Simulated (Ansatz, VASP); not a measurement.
Two plane-wave programs on Ge

```
CELL_PARAMETERS angstrom
-2.61468 2.61468 1.41923
2.61468 -2.61468 1.41923
2.61468 2.61468 -1.41923
ATOMIC_POSITIONS crystal
Ge 0.25000 0.75000 0.50000
Ge 0.50000 0.50000 0.00000
```

Alike in both runs: task single point; functional LDA; k mesh 16 × 16 × 16; occupations gaussian, width 0.1 eV; no spin polarisation.

|  | VASP | Ansatz |
| --- | --- | --- |
| version | VASP 6.6.1 | Ansatz 0.2.0 |
| potentials or method | VASP PAW LDA potentials, release 64 (Ge_d), cutoff 520 eV | scalar-relativistic, plane waves, PAW |
| valence electrons in the cell | 28 | 28 |

Ansatz gave:

* gap on the k mesh at the Fermi level (eV): none
* pressure (GPa): -5.6
* traceless stress, the component that is largest in VASP (GPa): 0.42

Q: Which values does VASP return?

A: gap on the k mesh at the Fermi level (eV): none; pressure (GPa): -5.4; traceless stress, the component that is largest in VASP (GPa): 0.42.

LDA's correlation is that of Perdew and Zunger in VASP and of Perdew and Wang (1992) in Ansatz. A gap of «none» marks a metal or a gap that the smearing closes.
